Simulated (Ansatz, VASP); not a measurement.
## Se: VASP beside Ansatz

Contents of INCAR:

```
SYSTEM = Se
ALGO = Normal
EDIFF = 1E-7
ENCUT = 520
GGA = PS
ISIF = 2
ISMEAR = 0
IVDW = 12
LASPH = .True.
LCHARG = .False.
LREAL = .False.
LWAVE = .False.
NBANDS = 16
NELM = 100
PREC = Accurate
SIGMA = 0.03
```

File KPOINTS:

```
k-points
0
Gamma
  12 12 8
  0 0 0
```

File POSCAR:

```
Se
1.0
    3.8506312071      0.0000000000      0.0000000000
   -1.9253156035      3.3347444459      0.0000000000
    0.0000000000      0.0000000000      5.0935796988
Se
3
Direct
    0.2610773134      0.0000000000      0.3333333333
    0.0000000000      0.2610773134      0.6666666667
    0.7389226866      0.7389226866      0.0000000000
```

Input for Ansatz:

```yaml
crystal:
  lattice:
    - [3.8506312071, 0.0, 0.0]
    - [-1.9253156035, 3.3347444459, 0.0]
    - [0.0, 0.0, 5.0935796988]
  atoms:
    - { symbol: Se, position: [0.2610773134, 0.0, 0.3333333333] }
    - { symbol: Se, position: [0.0, 0.2610773134, 0.6666666667] }
    - { symbol: Se, position: [0.7389226866, 0.7389226866, 0.0] }
basis:
  ecutwfc: 420
kpoints:
  mp_grid: { grid: [12, 12, 8] }
hamiltonian:
  xc: pbesol
  dispersion: d3bj
scf:
  occupations: { method: gaussian, width: 0.03 }
output:
  forces: true
  stress: true
  eigenvalues: true
```

Alike in both runs: task single point; functional PBEsol; dispersion D3(BJ); k mesh 12 × 12 × 8; occupations gaussian, width 0.03 eV; no spin polarisation.

|  | VASP | Ansatz |
| --- | --- | --- |
| version | VASP 6.6.1 | Ansatz 0.2.0 |
| potentials or method | VASP PAW PBE potentials, release 64 (Se), cutoff 520 eV | scalar-relativistic, plane waves, PAW |
| valence electrons in the cell | 18 | 48 |

```tsv
	VASP	Ansatz	Ansatz less VASP
gap on the k mesh at the Fermi level (eV)	0.20	0.21	+0.009
least direct gap on the mesh (eV)	0.20	0.21	+0.009
pressure (GPa)	2.4	2.2	-0.22
traceless stress, the component that is largest in VASP (GPa)	0.77	0.68	-0.086
rms of the force components (eV/Å)	0.114	0.096	-0.0179
```

VASP's potentials were made for PBE, not for PBEsol. Atom by atom the forces differ by 0.018 eV/Å (rms over components). VASP's potentials hold 18 valence electrons a cell and Ansatz's 48, so a difference there can come from the potentials and not from the codes.
